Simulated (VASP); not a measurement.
Here is a VASP 6.6.1 calculation.

The input INCAR:

```
SYSTEM = TaN
PREC = Accurate ; ENCUT = 520
EDIFF = 1E-7 ; ISMEAR = 0
SIGMA = 0.15 ; LREAL = .False.
LASPH = .True. ; NELM = 100
ALGO = Normal ; ISIF = 2
LWAVE = .False. ; LCHARG = .False.
GGA = PS ; NBANDS = 15
```

KPOINTS

```
regular mesh
0
Gamma
  12 12 12
  0 0 0
```

File POSCAR:

```
TaN
1.0
    2.9239890448      0.0000000000      0.0000000000
   -1.4619945224      2.5322487932      0.0000000000
    0.0000000000      0.0000000000      2.8707276425
Ta N
1 1
Direct
    0.3333333333      0.6666666667      0.5000000000
    0.0000000000      0.0000000000      0.0000000000
```

Potentials or basis: VASP PAW PBE potentials, release 64 (Ta_pv, N).

Command:

```sh
$ cat potpaw_PBE.64/Ta_pv/POTCAR potpaw_PBE.64/N/POTCAR > POTCAR
$ mpirun -np 1 vasp_std > vasp.out
```

(1) Predict the pressure.

(2) Estimate the band gap on the k mesh.

Results:

(1) 0.8 GPa.

(2) zero (band 8 reaches 8.45 eV, above the bottom of band 9 at 8.13 eV).

Caveat: the PAW data sets were made with another functional, which shifts forces and pressure a little; spin-orbit coupling is left out, which moves the levels of the heavy elements.
